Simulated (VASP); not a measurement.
# Cu6Rh (Pm-3m) in VASP: single point with PBE

Aim: the single point of Cu6Rh with PBE.

All numbers are computed with VASP 6.6.1; they aren't measurements. Logs are shortened: lines on timing, memory, paths and dates and some standing lists are left out, and cuts for length are marked.

**1. The cell of the first run**

The structure is cubic, space group Pm-3m (No. 221). The conventional cell has a = 5.583 Å, b = 5.583 Å, c = 5.583 Å, α = 90.00°, β = 90.00°, γ = 90.00°. Within 3.0 Å of Cu (site symmetry 4mm) lie 5 Cu at 2.23 to 2.37 Å. Within 5.4 Å of Rh (site symmetry m-3m) lie 24 Cu at 4.10 Å.

**2. Single point, PBE, collinear spin, ferromagnetic start**

The input, INCAR:

```
SYSTEM = Cu6Rh
  PREC = Accurate
  ENCUT = 520
  EDIFF = 1E-6
  ISMEAR = 0
  SIGMA = 0.1
  LREAL = .False.
  LASPH = .True.
  NELM = 150
  ALGO = Normal
  ISIF = 2
  LWAVE = .False.
  LCHARG = .False.
  ISPIN = 2
  MAGMOM = 0 0 0 0 0 0 1.74
  LORBIT = 11
  LMAXMIX = 4
  GGA = PE
  NBANDS = 54
  KPAR = 4
```

The input, KPOINTS:

```
regular mesh
0
Gamma
  8 8 8
  0 0 0
```

The input, POSCAR:

```
Cu6Rh
1.0
    5.5834056978      0.0000000000      0.0000000000
    0.0000000000      5.5834056978      0.0000000000
    0.0000000000      0.0000000000      5.5834056978
Cu Rh
6 1
Direct
    0.5000000000      0.5000000000      0.1998339019
    0.5000000000      0.5000000000      0.8001660981
    0.1998339019      0.5000000000      0.5000000000
    0.8001660981      0.5000000000      0.5000000000
    0.5000000000      0.1998339019      0.5000000000
    0.5000000000      0.8001660981      0.5000000000
    0.0000000000      0.0000000000      0.0000000000
```

Potentials or basis: VASP PAW PBE potentials, release 64 (Cu, Rh_pv).

Command:

```console
cat potpaw_PBE.64/Cu/POTCAR potpaw_PBE.64/Rh_pv/POTCAR > POTCAR
mpirun -np 4 vasp_std > vasp.out
```

OUTCAR:

```text
SYSTEM = Cu6Rh
   PREC = Accurate
   ENCUT = 520
   EDIFF = 1E-6
   ISMEAR = 0
   LREAL = .False.
   LASPH = .True.
   NELM = 150
   ISIF = 2
   ISPIN = 2
   LORBIT = 11
   GGA = PE

 ion  position               nearest neighbor table
   1  0.500  0.500  0.200-   2 2.23   3 2.37   4 2.37   5 2.37   6 2.37
   2  0.500  0.500  0.800-   1 2.23   3 2.37   4 2.37   5 2.37   6 2.37
   3  0.200  0.500  0.500-   4 2.23   2 2.37   1 2.37   5 2.37   6 2.37
   4  0.800  0.500  0.500-   3 2.23   2 2.37   1 2.37   5 2.37   6 2.37
   5  0.500  0.200  0.500-   6 2.23   2 2.37   3 2.37   4 2.37   1 2.37
   6  0.500  0.800  0.500-   5 2.23   2 2.37   3 2.37   4 2.37   1 2.37
   7  0.000  0.000  0.000-

  LATTYP: Found a simple cubic cell.
 ALAT       =     5.5834056978

  Lattice vectors:

 A1 = (   5.5834056978,   0.0000000000,   0.0000000000)
 A2 = (   0.0000000000,   5.5834056978,   0.0000000000)
 A3 = (   0.0000000000,   0.0000000000,   5.5834056978)

Analysis of symmetry for initial positions (statically):
=====================================================================
 Subroutine PRICEL returns:
 Original cell was already a primitive cell.

 Routine SETGRP: Setting up the symmetry group for a
 simple cubic supercell.

 Subroutine GETGRP returns: Found 48 space group operations
 (whereof 48 operations were pure point group operations)
 out of a pool of 48 trial point group operations.

The static configuration has the point symmetry O_h .

Analysis of symmetry for dynamics (positions and initial velocities):
=====================================================================
 Subroutine PRICEL returns:
 Original cell was already a primitive cell.

 Routine SETGRP: Setting up the symmetry group for a
 simple cubic supercell.

 Subroutine GETGRP returns: Found 48 space group operations
 (whereof 48 operations were pure point group operations)
 out of a pool of 48 trial point group operations.

The dynamic configuration has the point symmetry O_h .

Analysis of structural, dynamic, and magnetic symmetry:
=====================================================================
 Subroutine PRICEL returns:
 Original cell was already a primitive cell.

 Routine SETGRP: Setting up the symmetry group for a
 simple cubic supercell.

 Subroutine GETGRP returns: Found 48 space group operations
 (whereof 48 operations were pure point group operations)
 out of a pool of 48 trial point group operations.

The overall configuration has the point symmetry O_h .

 Subroutine INISYM returns: Found 48 space group operations
 (whereof 48 operations are pure point group operations),
 and found     1 'primitive' translations

----------------------------------------------------------------------------------------

                                     Primitive cell

  volume of cell :     174.0594

  direct lattice vectors                    reciprocal lattice vectors
     5.583405698  0.000000000  0.000000000     0.179102156  0.000000000  0.000000000
     0.000000000  5.583405698  0.000000000     0.000000000  0.179102156  0.000000000
     0.000000000  0.000000000  5.583405698     0.000000000  0.000000000  0.179102156

  length of vectors
     5.583405698  5.583405698  5.583405698     0.179102156  0.179102156  0.179102156

  position of ions in fractional coordinates (direct lattice)
     0.500000000  0.500000000  0.199833902
     0.500000000  0.500000000  0.800166098
     0.199833902  0.500000000  0.500000000
     0.800166098  0.500000000  0.500000000
     0.500000000  0.199833902  0.500000000
     0.500000000  0.800166098  0.500000000
     0.000000000  0.000000000  0.000000000

  ion indices of the primitive-cell ions
   primitive index   ion index
                 1           1
                 2           2
                 3           3
                 4           4
                 5           5
                 6           6
                 7           7
[... 34 lines left out ...]
  0.125000  0.125000  0.000000     12.000000
[... 16 lines left out ...]
  0.375000  0.375000  0.125000     24.000000
  0.500000  0.375000  0.125000     24.000000
 [... further k-points ...]
   k-points           NKPTS =     35   k-points in BZ     NKDIM =     35   number of bands    NBANDS=     54
   number of dos      NEDOS =    301   number of ions     NIONS =      7
   total plane-waves  NPLWV =  74088
   dimension x,y,z NGX =    42 NGY =   42 NGZ =   42
   dimension x,y,z NGXF=    84 NGYF=   84 NGZF=   84
   ions per type =               6   1
   NGX,Y,Z   is equivalent  to a cutoff of  12.51, 12.51, 12.51 a.u.
   NGXF,Y,Z  is equivalent  to a cutoff of  25.01, 25.01, 25.01 a.u.
 SYSTEM =  Cu6Rh
   PREC   = accura    normal or accurate (medium, high low for compatibility)
   ISTART =      0    job   : 0-new  1-cont  2-samecut
   ICHARG =      2    charge: 1-file 2-atom 10-const
   ISPIN  =      2    spin polarized calculation?
   LNONCOLLINEAR =      F non collinear calculations
   LSORBIT =      F    spin-orbit coupling
   LASPH  =      T    aspherical Exc in radial PAW
   ENCUT  =  520.0 eV  38.22 Ry    6.18 a.u.  10.38 10.38 10.38*2*pi/ulx,y,z
   NELM   =    150;   NELMIN=  2; NELMDL= -5     # of ELM steps
   EDIFF  = 0.1E-05   stopping-criterion for ELM
   LREAL  =      F    real-space projection
   EDIFFG = 0.1E-04   stopping-criterion for IOM
   NSW    =      0    number of steps for IOM
   IBRION =     -1    ionic relax: 0-MD 1-quasi-New 2-CG
   NFREE  =      0    steps in history (QN), initial steepest desc. (CG)
   ISIF   =      2    stress and relaxation
   ISYM   =      2    0-nonsym 1-usesym 2-fastsym
   POTIM  = 0.5000    time-step for ionic-motion
   TEBEG  =    0.0;   TEEND  =   0.0 temperature during run
   PSTRESS=    0.0 pullay stress
   NELECT =      81.0000    total number of electrons
   NUPDOWN=      -1.0000    fix difference up-down
   EMIN   =  10.00;   EMAX   =-10.00  energy-range for DOS
   EFERMI =   0.00;   METHOD = LEGACY
   ISMEAR =     0;   SIGMA  =   0.10  broadening in eV -4-tet -1-fermi 0-gaus
   EFERMI_NEDOS =   21; number of points for ismear=-14 and -15
   IALGO  =     38    algorithm
   IMIX   =      4    mixing-type and parameters
     AMIX     =   0.40;   BMIX     =  1.00
     AMIX_MAG =   1.60;   BMIX_MAG =  1.00
  volume/ion in A,a.u.               =      24.87       167.80
  Fermi-wavevector in a.u.,A,eV,Ry     =   1.268637  2.397376 21.897753  1.609439
  Thomas-Fermi vector in A             =   2.401721
   LORBIT       =     11    0 simple, 1 ext, 2 COOP (PROOUT), +10 PAW based schemes
   GGA     = PE    functional components
   LHFCALC =     F    Hartree Fock is set to
   AEXX    =    0.0000 exact exchange contribution
   IVDW    =     0    specifies the selected vdW correction
   LEPSILON=     F    determine dielectric tensor
   LRPA    =     F    only Hartree local field effects (RPA)
 spin polarized calculation
 Gauss-broadening in eV      SIGMA  =   0.10
  energy-cutoff  :      520.00
  volume of cell :      174.06
 maximum number of plane-waves:      4713
 NGX is ok and might be reduce to    42
   NGX = 21   NGY = 21   NGZ = 21

 number of electron      81.0000123 magnetization      -0.0648178

 number of electron      81.0000123 magnetization       0.0502312

 Free energy of the ion-electron system (eV)
  ---------------------------------------------------
  ext. energy  EPLUGINS =         0.00000000
  ---------------------------------------------------
  free energy    TOTEN  =       -18.98996177 eV

  energy without entropy =      -18.93964220  energy(sigma->0) =      -18.96480199

 E-fermi :   1.4401     XC(G=0):  -8.7059

 val. band max:        1.4295415610   @ k =   0.3750   0.3750   0.2500
 cond. band min:       1.4568534070   @ k =   0.3750   0.3750   0.3750
 fundamental gap:      0.0273118460
 Fermi energy:         1.4401195346

 spin component 1

 k-point     1 :       0.0000    0.0000    0.0000
  band No.  band energies     occupation
      1     -43.0669      1.00000
      2     -43.0669      1.00000
      3     -43.0669      1.00000
      4      -5.2007      1.00000
      5      -2.3558      1.00000
      6      -2.1675      1.00000
[... 1309 lines left out ...]
     51       7.3527      0.00000
     52       8.1015      0.00000

 [... further k-points ...]

 spin component 2

 k-point     1 :       0.0000    0.0000    0.0000
  band No.  band energies     occupation
      1     -42.9924      1.00000
      2     -42.9924      1.00000
      3     -42.9924      1.00000
      4      -5.2067      1.00000
      5      -2.3620      1.00000
      6      -2.1731      1.00000
[... 1309 lines left out ...]
     51       7.3522      0.00000
     52       8.1084      0.00000

 [... further k-points ...]

 [bands above 52 left out]

------------------------ aborting loop because EDIFF is reached ----------------------------------------

  FORCE on cell =-STRESS in cart. coord.  units (eV):
  Direction    XX          YY          ZZ          XY          YZ          ZX
  --------------------------------------------------------------------------------------
  -------------------------------------------------------------------------------------
  Total       -0.3271487     -0.3271487     -0.3271487      0.0000000      0.0000000     -0.0000000
  in kB       -3.0113291     -3.0113291     -3.0113291      0.0000000      0.0000000     -0.0000000
  external PRESSURE =      -3.0113291 kB  Pullay stress =       0.0000000 kB

 VOLUME and BASIS-vectors are now :
 -----------------------------------------------------------------------------
  energy-cutoff  :      520.00
  volume of cell :      174.06
      direct lattice vectors                 reciprocal lattice vectors
     5.583405698  0.000000000  0.000000000     0.179102156  0.000000000  0.000000000
     0.000000000  5.583405698  0.000000000     0.000000000  0.179102156  0.000000000
     0.000000000  0.000000000  5.583405698     0.000000000  0.000000000  0.179102156

 POSITION                                       TOTAL-FORCE (eV/Angst)
 -----------------------------------------------------------------------------------
      2.79170      2.79170      1.11575         0.000000      0.000000     -0.012204
      2.79170      2.79170      4.46765        -0.000000     -0.000000      0.012204
      1.11575      2.79170      2.79170        -0.012204     -0.000000     -0.000000
      4.46765      2.79170      2.79170         0.012204      0.000000     -0.000000
      2.79170      1.11575      2.79170        -0.000000     -0.012204     -0.000000
      2.79170      4.46765      2.79170         0.000000      0.012204     -0.000000
      0.00000      0.00000      0.00000         0.000000      0.000000     -0.000000
 -----------------------------------------------------------------------------------
    total drift:                                0.000000     -0.000000     -0.000000

  FREE ENERGIE OF THE ION-ELECTRON SYSTEM (eV)
  ---------------------------------------------------
  free  energy   TOTEN  =       -18.9899617739 eV

  energy  without entropy=      -18.9396421965  energy(sigma->0) =      -18.96480199

 total charge

# of ion       s       p       d       tot
------------------------------------------
    1        0.492   0.261   9.228   9.981
    2        0.492   0.261   9.228   9.981
    3        0.492   0.261   9.228   9.981
    4        0.492   0.261   9.228   9.981
    5        0.492   0.261   9.228   9.981
    6        0.492   0.261   9.228   9.981
    7        0.079   5.994   7.356  13.429
--------------------------------------------------
tot          3.031   7.561  62.723  73.315

 magnetization (x)

# of ion       s       p       d       tot
------------------------------------------
    1       -0.002  -0.001  -0.004  -0.007
    2       -0.002  -0.001  -0.004  -0.007
    3       -0.002  -0.001  -0.004  -0.007
    4       -0.002  -0.001  -0.004  -0.007
    5       -0.002  -0.001  -0.004  -0.007
    6       -0.002  -0.001  -0.004  -0.007
    7        0.001   0.000   0.099   0.100
--------------------------------------------------
tot         -0.009  -0.006   0.076   0.061
```

It took 6.4 min on 4 MPI ranks of Intel Xeon Platinum 8375C at 2.90GHz (Ice Lake), shared host; peak memory 0.63 GiB.

What came out:

```
Free energy                                           : -18.9900 eV
Pressure                                              : -0.3 GPa
Largest force                                         : 0.012 eV/Å
Net moment                                            : 0.05 μB per cell
Site moments                                          : Cu -0.01; Rh +0.10 μB
Valence electrons inside the program's atomic spheres : Cu 9.98; Rh 13.43
```

Forces in eV/Å, atoms in the order of the input:
```
Cu   0.000  0.000 -0.012
Cu   0.000  0.000  0.012
Cu  -0.012  0.000  0.000
Cu   0.012  0.000  0.000
Cu   0.000 -0.012  0.000
Cu   0.000  0.012  0.000
Rh   0.000  0.000  0.000
```
